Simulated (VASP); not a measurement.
# CrCuO2 (R-3m) in VASP: further runs

CrCuO2 is run at these levels: PBE+U; tasks: single point.

Everything below comes from runs of VASP 6.6.1. Logs are shortened: lines on timing, memory, paths and dates and some standing lists are left out, and cuts for length are marked.

## Step 1: The cell of the first run

The structure is trigonal, space group R-3m (No. 166). Conventional cell: a = 2.973 Å, b = 2.973 Å, c = 17.100 Å, α = 90.00°, β = 90.00°, γ = 120.00°. Cu (site symmetry -3m) has 2 O at 1.85 Å within 2.4 Å. Within 2.4 Å of O (site symmetry 3m) lie 1 Cu at 1.85 Å and 3 Cr at 1.99 Å. Cr (site symmetry -3m) has 6 O at 1.99 Å within 2.6 Å.

## Step 2: Single point, PBE+U, collinear spin

The input, INCAR:

```
SYSTEM = CrCuO2
PREC = Accurate
ENCUT = 600
EDIFF = 1E-6
ISMEAR = -1
SIGMA = 0.02
LREAL = .FALSE.
LASPH = .TRUE.
NELM = 200
ALGO = Normal
ISIF = 2
LWAVE = .FALSE.
LCHARG = .FALSE.
ISPIN = 2
MAGMOM = 0 -0.06 -0.06 2.77
LORBIT = 11
LMAXMIX = 4
LDAU = .TRUE.
LDAUTYPE = 2
LDAUL = 2 -1 2
LDAUU = 6.7 0 5.8
LDAUJ = 0 0 0
LDAUPRINT = 1
GGA = PE
NBANDS = 30
GGA_COMPAT = .FALSE.
```

The input, KPOINTS:

```
Automatic mesh
0
G
  8 8 8
  0 0 0
```

The input, POSCAR:

```
CrCuO2
1.0
    1.4867000100      0.8583466500      5.7000000000
   -1.4867000100      0.8583466500      5.7000000000
    0.0000000000     -1.7166933100      5.7000000000
Cu O Cr
1 2 1
Direct
    0.0000000000      0.0000000000      0.0000000000
    0.1079200000      0.1079200000      0.1079200000
    0.8920800000      0.8920800000      0.8920800000
    0.5000000000      0.5000000000      0.5000000000
```

Potentials or basis: VASP PAW PBE potentials, release 64 (Cu, O, Cr_pv).

On the command line:

```bash
> cat potpaw_PBE.64/Cu/POTCAR potpaw_PBE.64/O/POTCAR potpaw_PBE.64/Cr_pv/POTCAR > POTCAR
> mpirun -np 1 vasp_std > vasp.out
```

OUTCAR:

```text
SYSTEM = CrCuO2
   PREC = Accurate
   ENCUT = 600
   EDIFF = 1E-6
   ISMEAR = -1
   LREAL = .FALSE.
   LASPH = .TRUE.
   NELM = 200
   ISIF = 2
   ISPIN = 2
   LORBIT = 11
   GGA = PE

 ion  position               nearest neighbor table
   1  0.000  0.000  0.000-   2 1.85   3 1.85
   2  0.108  0.108  0.108-   1 1.85   4 1.99   4 1.99   4 1.99
   3  0.892  0.892  0.892-   1 1.85   4 1.99   4 1.99   4 1.99
   4  0.500  0.500  0.500-   2 1.99   2 1.99   3 1.99   3 1.99   2 1.99   3 1.99

  LATTYP: Found a trigonal (rhomboedric) cell.
 ALAT       =     5.9529014683
 COS(alpha) =     0.8752561058

  Lattice vectors:

 A1 = (   1.4867000100,   0.8583466500,   5.7000000000)
 A2 = (  -1.4867000100,   0.8583466500,   5.7000000000)
 A3 = (   0.0000000000,  -1.7166933100,   5.7000000000)

Analysis of symmetry for initial positions (statically):
=====================================================================
 Subroutine PRICEL returns:
 Original cell was already a primitive cell.

 Routine SETGRP: Setting up the symmetry group for a
 trigonal (rhombohedral) supercell.

 Subroutine GETGRP returns: Found 12 space group operations
 (whereof 12 operations were pure point group operations)
 out of a pool of 12 trial point group operations.

The static configuration has the point symmetry D_3d.

Analysis of symmetry for dynamics (positions and initial velocities):
=====================================================================
 Subroutine PRICEL returns:
 Original cell was already a primitive cell.

 Routine SETGRP: Setting up the symmetry group for a
 trigonal (rhombohedral) supercell.

 Subroutine GETGRP returns: Found 12 space group operations
 (whereof 12 operations were pure point group operations)
 out of a pool of 12 trial point group operations.

The dynamic configuration has the point symmetry D_3d.

Analysis of structural, dynamic, and magnetic symmetry:
=====================================================================
 Subroutine PRICEL returns:
 Original cell was already a primitive cell.

 Routine SETGRP: Setting up the symmetry group for a
 trigonal (rhombohedral) supercell.

 Subroutine GETGRP returns: Found 12 space group operations
 (whereof 12 operations were pure point group operations)
 out of a pool of 12 trial point group operations.

The overall configuration has the point symmetry D_3d.

 Subroutine INISYM returns: Found 12 space group operations
 (whereof 12 operations are pure point group operations),
 and found     1 'primitive' translations

----------------------------------------------------------------------------------------

                                     Primitive cell

  volume of cell :      43.6428

  direct lattice vectors                    reciprocal lattice vectors
     1.486700010  0.858346650  5.700000000     0.336315327  0.194171744  0.058479532
    -1.486700010  0.858346650  5.700000000    -0.336315327  0.194171744  0.058479532
     0.000000000 -1.716693310  5.700000000     0.000000000 -0.388343488  0.058479532

  length of vectors
     5.952901468  5.952901468  5.952901471     0.392721939  0.392721939  0.392721938

  position of ions in fractional coordinates (direct lattice)
     0.000000000  0.000000000  0.000000000
     0.107920000  0.107920000  0.107920000
[... 141 lines left out ...]

 occupancies and eigenvectors

  o =  0.8828  v =  0.0000  0.0000  0.0000  0.0000  0.0000  0.0000 -0.0000 -1.0000 -0.0000  0.0000      0.0000  0.0000  0.0000  0.0000  0.0000  0.0000  0.0000  0.0000  0.0000  0.0000
  o =  0.8838  v =  0.0000 -0.0000 -1.0000  0.0000  0.0000  0.0000  0.0000  0.0000  0.0000  0.0000      0.0000  0.0000  0.0000  0.0000  0.0000  0.0000  0.0000  0.0000  0.0000  0.0000
  o =  0.9553  v = -0.9992 -0.0000 -0.0000 -0.0411 -0.0000  0.0000  0.0000  0.0000  0.0000  0.0000      0.0000  0.0000  0.0000  0.0000  0.0000  0.0000  0.0000  0.0000  0.0000  0.0000
  o =  0.9553  v = -0.0000  0.0411  0.0000 -0.0000  0.9992  0.0000  0.0000  0.0000  0.0000  0.0000      0.0000  0.0000  0.0000  0.0000  0.0000  0.0000  0.0000  0.0000  0.0000  0.0000
  o =  0.9556  v =  0.0000  0.0000  0.0000  0.0000  0.0000 -0.0000  0.0001 -0.0000  0.0000 -1.0000      0.0000  0.0000  0.0000  0.0000  0.0000  0.0000  0.0000  0.0000  0.0000  0.0000
  o =  0.9556  v =  0.0000  0.0000  0.0000  0.0000  0.0000  1.0000  0.0000 -0.0000 -0.0001 -0.0000      0.0000  0.0000  0.0000  0.0000  0.0000  0.0000  0.0000  0.0000  0.0000  0.0000
  o =  0.9699  v = -0.0411  0.0000 -0.0000  0.9992 -0.0000  0.0000  0.0000  0.0000  0.0000  0.0000      0.0000  0.0000  0.0000  0.0000  0.0000  0.0000  0.0000  0.0000  0.0000  0.0000
  o =  0.9699  v = -0.0000 -0.9992  0.0000  0.0000  0.0411  0.0000  0.0000  0.0000  0.0000  0.0000      0.0000  0.0000  0.0000  0.0000  0.0000  0.0000  0.0000  0.0000  0.0000  0.0000
  o =  0.9724  v =  0.0000  0.0000  0.0000  0.0000  0.0000 -0.0001 -0.0000  0.0000 -1.0000 -0.0000      0.0000  0.0000  0.0000  0.0000  0.0000  0.0000  0.0000  0.0000  0.0000  0.0000
  o =  0.9724  v =  0.0000  0.0000  0.0000  0.0000  0.0000 -0.0000  1.0000 -0.0000 -0.0000  0.0001      0.0000  0.0000  0.0000  0.0000  0.0000  0.0000  0.0000  0.0000  0.0000  0.0000

atom =   4  type =  3  l = 2

 onsite density matrix

spin component  1

  0.7200  0.0000  0.0000  0.3189  0.0000
  0.0000  0.5442  0.0000  0.0000  0.3189
  0.0000  0.0000  0.9604  0.0000  0.0000
  0.3189  0.0000  0.0000  0.5442  0.0000
  0.0000  0.3189  0.0000  0.0000  0.7200

spin component  2

  0.1112  0.0000 -0.0000 -0.0796  0.0000
  0.0000  0.1383 -0.0000  0.0000 -0.0796
 -0.0000 -0.0000  0.0358  0.0000  0.0000
 -0.0796  0.0000  0.0000  0.1383  0.0000
  0.0000 -0.0796  0.0000  0.0000  0.1112

 occupancies and eigenvectors

  o =  0.0358  v =  0.0000  0.0000  0.0000  0.0000  0.0000  0.0000  0.0000 -1.0000  0.0000  0.0000      0.0000  0.0000  0.0000  0.0000  0.0000  0.0000  0.0000  0.0000  0.0000  0.0000
  o =  0.0440  v =  0.0000  0.0000  0.0000  0.0000  0.0000 -0.7641  0.0000 -0.0000 -0.6451  0.0000      0.0000  0.0000  0.0000  0.0000  0.0000  0.0000  0.0000  0.0000  0.0000  0.0000
  o =  0.0440  v =  0.0000  0.0000  0.0000  0.0000  0.0000  0.0000  0.6451  0.0000 -0.0000  0.7641      0.0000  0.0000  0.0000  0.0000  0.0000  0.0000  0.0000  0.0000  0.0000  0.0000
  o =  0.2055  v =  0.0000  0.0000  0.0000  0.0000  0.0000 -0.6451  0.0000  0.0000  0.7641 -0.0000      0.0000  0.0000  0.0000  0.0000  0.0000  0.0000  0.0000  0.0000  0.0000  0.0000
  o =  0.2055  v =  0.0000  0.0000  0.0000  0.0000  0.0000  0.0000 -0.7641  0.0000  0.0000  0.6451      0.0000  0.0000  0.0000  0.0000  0.0000  0.0000  0.0000  0.0000  0.0000  0.0000
  o =  0.3012  v = -0.6059  0.0000  0.0000  0.7955  0.0000  0.0000  0.0000  0.0000  0.0000  0.0000      0.0000  0.0000  0.0000  0.0000  0.0000  0.0000  0.0000  0.0000  0.0000  0.0000
  o =  0.3012  v =  0.0000 -0.7955 -0.0000  0.0000  0.6059  0.0000  0.0000  0.0000  0.0000  0.0000      0.0000  0.0000  0.0000  0.0000  0.0000  0.0000  0.0000  0.0000  0.0000  0.0000
  o =  0.9604  v =  0.0000  0.0000 -1.0000  0.0000  0.0000  0.0000  0.0000  0.0000  0.0000  0.0000      0.0000  0.0000  0.0000  0.0000  0.0000  0.0000  0.0000  0.0000  0.0000  0.0000
  o =  0.9629  v = -0.7955  0.0000 -0.0000 -0.6059 -0.0000  0.0000  0.0000  0.0000  0.0000  0.0000      0.0000  0.0000  0.0000  0.0000  0.0000  0.0000  0.0000  0.0000  0.0000  0.0000
  o =  0.9629  v =  0.0000  0.6059  0.0000 -0.0000  0.7955  0.0000  0.0000  0.0000  0.0000  0.0000      0.0000  0.0000  0.0000  0.0000  0.0000  0.0000  0.0000  0.0000  0.0000  0.0000

 number of electron      34.9999996 magnetization       2.9999579

 Free energy of the ion-electron system (eV)
  ---------------------------------------------------
  ext. energy  EPLUGINS =         0.00000000
  ---------------------------------------------------
  free energy    TOTEN  =       -23.79213041 eV

  energy without entropy =      -23.79213041  energy(sigma->0) =      -23.79213041

 E-fermi :   5.4967     XC(G=0): -11.5088

 val. band max:        4.9355341134   @ k =  -0.3750   0.3750   0.0000
 cond. band min:       7.4836160664   @ k =   0.3750   0.3750   0.1250
 fundamental gap:      2.5480819530
 Fermi energy:         5.4967193093

 spin component 1

 k-point     1 :       0.0000    0.0000    0.0000
  band No.  band energies     occupation
      1     -39.0704      1.00000
      2     -39.0315      1.00000
      3     -39.0315      1.00000
      4     -14.1775      1.00000
      5     -12.5689      1.00000
      6      -2.7533      1.00000
[... 1529 lines left out ...]
     28      20.7191      0.00000
     29      20.9153      0.00000

 [... further k-points ...]

 [bands above 29 left out]

------------------------ aborting loop because EDIFF is reached ----------------------------------------

  FORCE on cell =-STRESS in cart. coord.  units (eV):
  Direction    XX          YY          ZZ          XY          YZ          ZX
  --------------------------------------------------------------------------------------
  -------------------------------------------------------------------------------------
  Total        3.4686824      3.4686824      1.8868689      0.0000000     -0.0000000      0.0000000
  in kB      127.3394426    127.3394433     69.2691963      0.0000000     -0.0000000      0.0000000
  external PRESSURE =     107.9826941 kB  Pullay stress =       0.0000000 kB

 VOLUME and BASIS-vectors are now :
 -----------------------------------------------------------------------------
  energy-cutoff  :      600.00
  volume of cell :       43.64
      direct lattice vectors                 reciprocal lattice vectors
     1.486700010  0.858346650  5.700000000     0.336315327  0.194171744  0.058479532
    -1.486700010  0.858346650  5.700000000    -0.336315327  0.194171744  0.058479532
     0.000000000 -1.716693310  5.700000000     0.000000000 -0.388343488  0.058479532

 POSITION                                       TOTAL-FORCE (eV/Angst)
 -----------------------------------------------------------------------------------
      0.00000      0.00000      0.00000         0.000000      0.000000      0.000000
      0.00000     -0.00000      1.84543         0.000000      0.000000     -0.746017
      0.00000     -0.00000     15.25457         0.000000     -0.000000      0.746017
      0.00000     -0.00000      8.55000         0.000000     -0.000000      0.000000
 -----------------------------------------------------------------------------------
    total drift:                                0.000000      0.000000     -0.000000

  FREE ENERGIE OF THE ION-ELECTRON SYSTEM (eV)
  ---------------------------------------------------
  free  energy   TOTEN  =       -23.7921304055 eV

  energy  without entropy=      -23.7921304055  energy(sigma->0) =      -23.79213041

 total charge

# of ion       s       p       d       tot
------------------------------------------
    1        0.399   0.295   9.448  10.142
    2        1.548   3.534   0.000   5.082
    3        1.548   3.534   0.000   5.082
    4        0.312   6.366   3.992  10.671
--------------------------------------------------
tot          3.808  13.728  13.441  30.977

 magnetization (x)

# of ion       s       p       d       tot
------------------------------------------
    1        0.011   0.004  -0.005   0.010
    2       -0.003  -0.039   0.000  -0.043
    3       -0.003  -0.039   0.000  -0.043
    4        0.030   0.030   2.947   3.007
--------------------------------------------------
tot          0.034  -0.044   2.942   2.932
```

Run time: 8.5 min. Hardware: 1 thread of AMD EPYC 9755, shared host; peak memory 0.48 GiB.

Results:

```
Free energy                                           : -23.7921 eV
Pressure                                              : 10.8 GPa
Largest force                                         : 0.746 eV/Å
Band gap on the k mesh                                : 2.55 eV (least direct gap 3.10 eV)
Net moment                                            : 3.00 μB per cell
Site moments                                          : Cu +0.01; O -0.04; Cr +3.01 μB
Valence electrons inside the program's atomic spheres : Cu 10.14; O 5.08; Cr 10.67
```

Forces in eV/Å, atoms in the order of the input:
```
Cu   0.000  0.000  0.000
O    0.000  0.000 -0.746
O    0.000  0.000  0.746
Cr   0.000  0.000  0.000
```

Eigenvalues of the final occupation matrices:
```
    site  spin  trace               eigenvalues
site 1 d     1   4.73  0.88 0.96 0.96 0.97 0.97
site 1 d     2   4.74  0.88 0.96 0.96 0.97 0.97
site 4 d     1   3.49  0.30 0.30 0.96 0.96 0.96
site 4 d     2   0.53  0.04 0.04 0.04 0.21 0.21
```

Caveat: the stress differs along the axes, from 7 to 13 GPa; an empty level that is flat over the whole mesh can mark a ghost state of the potentials, or a narrow d or f band.

## Step 3: Single point, PBE+U, collinear spin, ferromagnetic start

The input, INCAR:

```
PREC = Accurate
ENCUT = 600
EDIFF = 1E-6
ISMEAR = -1
SIGMA = 0.02
LREAL = False
LASPH = True
NELM = 200
ALGO = Normal
ISIF = 2
LWAVE = False
LCHARG = False
ISPIN = 2
MAGMOM = 1 0 0 3
LORBIT = 11
LMAXMIX = 4
LDAU = True
LDAUTYPE = 2
LDAUL = 2 -1 2
LDAUU = 6.7 0 5.8
LDAUJ = 0 0 0
LDAUPRINT = 1
GGA = PE
NBANDS = 30
GGA_COMPAT = False
```

The input, KPOINTS:

```
regular mesh
0
Gamma
  8 8 8
```

POSCAR is that of step 2.

Potentials or basis: VASP PAW PBE potentials, release 64 (Cu, O, Cr_pv).

On the command line:

```bash
> cat potpaw_PBE.64/Cu/POTCAR potpaw_PBE.64/O/POTCAR potpaw_PBE.64/Cr_pv/POTCAR > POTCAR
> mpirun -np 1 vasp_std > vasp.out
```

It took 9.1 min on 1 thread of AMD EPYC 9755, shared host; peak memory 0.49 GiB.

The run converged. Its results:

```
Free energy                                           : -23.7921 eV
Pressure                                              : 10.8 GPa
Largest force                                         : 0.746 eV/Å
Band gap on the k mesh                                : 2.55 eV (least direct gap 3.10 eV)
Net moment                                            : 3.00 μB per cell
Site moments                                          : Cu +0.01; O -0.04; Cr +3.01 μB
Valence electrons inside the program's atomic spheres : Cu 10.14; O 5.08; Cr 10.67
```

Forces on the atoms (eV/Å):
```
Cu   0.000  0.000  0.000
O    0.000  0.000 -0.746
O    0.000  0.000  0.746
Cr   0.000  0.000  0.000
```

Stress tensor (GPa, compression positive):
```
12.73  0.00  0.00
 0.00 12.73  0.00
 0.00  0.00  6.93
```

Levels at points of the mesh, in eV from the valence-band top:
Spin up:
| k point | band 16 | band 17 | band 18 | band 19 | band 20 | band 21 | band 22 | band 23 |
| --- | --- | --- | --- | --- | --- | --- | --- | --- |
| (0.00, 0.00, 0.00) | -1.86 | -1.86 | -1.57 | -1.57 | 2.99 | 4.26 | 4.26 | 5.62 |
| (0.50, 0.00, 0.00) | -1.87 | -1.73 | -1.43 | -0.15 | 3.67 | 4.10 | 4.33 | 5.62 |
| (0.50, 0.50, 0.00) | -2.01 | -1.81 | -1.47 | -0.04 | 3.65 | 4.23 | 4.26 | 5.62 |
| (0.50, 0.50, 0.50) | -2.60 | -1.41 | -0.73 | -0.73 | 4.12 | 4.12 | 4.24 | 5.61 |
Spin down:
```tsv
k point	band 12	band 13	band 14	band 15	band 16	band 17	band 18	band 19	band 20	band 21
(0.00, 0.00, 0.00)	-2.60	-1.94	-1.94	-1.64	-1.64	2.79	4.80	4.80	5.62	6.16
(0.50, 0.00, 0.00)	-3.09	-2.01	-1.71	-1.43	-0.13	3.42	4.93	5.57	5.86	6.10
(0.50, 0.50, 0.00)	-2.74	-2.16	-2.01	-1.72	-0.30	4.26	4.36	5.49	5.63	5.93
(0.50, 0.50, 0.50)	-3.14	-2.60	-2.60	-0.78	-0.78	4.25	4.79	4.79	5.37	6.04
```

Eigenvalues of the final occupation matrices:
```tsv
site	spin	trace	eigenvalues
site 1 d	1	4.73	0.88 0.96 0.96 0.97 0.97
site 1 d	2	4.74	0.88 0.96 0.96 0.97 0.97
site 4 d	1	3.49	0.30 0.30 0.96 0.96 0.96
site 4 d	2	0.53	0.04 0.04 0.04 0.21 0.21
```

Caveat: the stress differs along the axes, from 7 to 13 GPa; an empty level that is flat over the whole mesh can mark a ghost state of the potentials, or a narrow d or f band.

## Step 4: Single point, PBE+U, collinear spin, ferromagnetic start

The input, INCAR:

```
SYSTEM = CrCuO2
PREC = Accurate ; ENCUT = 600
EDIFF = 1E-6 ; ISMEAR = -1
SIGMA = 0.02 ; LREAL = .False.
LASPH = .True. ; NELM = 200
ALGO = Normal ; ISIF = 2
LWAVE = .False. ; LCHARG = .False.
ISPIN = 2 ; MAGMOM = 0.1 0 0 0.3
LORBIT = 11 ; LMAXMIX = 4
LDAU = .True. ; LDAUTYPE = 2
LDAUL = 2 -1 2 ; LDAUU = 6.7 0 5.8
LDAUJ = 0 0 0 ; LDAUPRINT = 1
GGA = PE ; NBANDS = 30
GGA_COMPAT = .False.
```

The input, KPOINTS:

```
Automatic mesh
0
Gamma
  8 8 8
  0 0 0
```

POSCAR is that of step 3.

On the command line:

```bash
> cat potpaw_PBE.64/Cu/POTCAR potpaw_PBE.64/O/POTCAR potpaw_PBE.64/Cr_pv/POTCAR > POTCAR
> mpirun -np 1 vasp_std > vasp.out
```

Wall time 12 min (1 thread of AMD EPYC 9755, shared host); peak memory 0.47 GiB.

It converged, with:

| Property | Result |
| --- | --- |
| Free energy | -23.7921 eV |
| Pressure | 10.9 GPa |
| Largest force | 0.750 eV/Å |
| Band gap on the k mesh | 2.55 eV (least direct gap 3.10 eV) |
| Net moment | 3.00 μB per cell |
| Site moments | Cu +0.01; O -0.04; Cr +3.01 μB |
| Valence electrons inside the program's atomic spheres | Cu 10.14; O 5.08; Cr 10.67 |

Forces on the atoms (eV/Å):
```
Cu   0.000  0.000  0.000
O    0.000  0.000 -0.750
O    0.000  0.000  0.750
Cr   0.000  0.000  0.000
```

Stress tensor (GPa, compression positive):
```
12.86  0.00  0.00
 0.00 12.86  0.00
 0.00  0.00  6.97
```

Levels at points of the mesh, in eV from the valence-band top:
Spin up:
```
           k point  band 16  band 17  band 18  band 19  band 20  band 21  band 22  band 23
(0.00, 0.00, 0.00)    -1.85    -1.85    -1.56    -1.56     3.00     4.27     4.27     5.63
(0.50, 0.00, 0.00)    -1.87    -1.73    -1.43    -0.15     3.67     4.10     4.33     5.63
(0.50, 0.50, 0.00)    -2.01    -1.81    -1.47    -0.04     3.66     4.23     4.27     5.63
(0.50, 0.50, 0.50)    -2.60    -1.41    -0.72    -0.72     4.12     4.12     4.24     5.62
```
Spin down:
```
           k point  band 12  band 13  band 14  band 15  band 16  band 17  band 18  band 19  band 20  band 21
(0.00, 0.00, 0.00)    -2.60    -1.94    -1.94    -1.63    -1.63     2.79     4.80     4.80     5.63     6.17
(0.50, 0.00, 0.00)    -3.09    -2.01    -1.71    -1.43    -0.14     3.42     4.94     5.58     5.87     6.11
(0.50, 0.50, 0.00)    -2.73    -2.16    -2.01    -1.72    -0.30     4.26     4.37     5.49     5.64     5.93
(0.50, 0.50, 0.50)    -3.14    -2.60    -2.60    -0.78    -0.78     4.25     4.80     4.80     5.37     6.04
```

Eigenvalues of the final occupation matrices:
```csv
site,spin,trace,eigenvalues
site 1 d,1,4.73,0.88 0.96 0.96 0.97 0.97
site 1 d,2,4.74,0.88 0.96 0.96 0.97 0.97
site 4 d,1,3.49,0.30 0.30 0.96 0.96 0.96
site 4 d,2,0.53,0.04 0.04 0.04 0.21 0.21
```

Caveat: the stress differs along the axes, from 7 to 13 GPa; an empty level that is flat over the whole mesh can mark a ghost state of the potentials, or a narrow d or f band. A k mesh can miss the band edges.
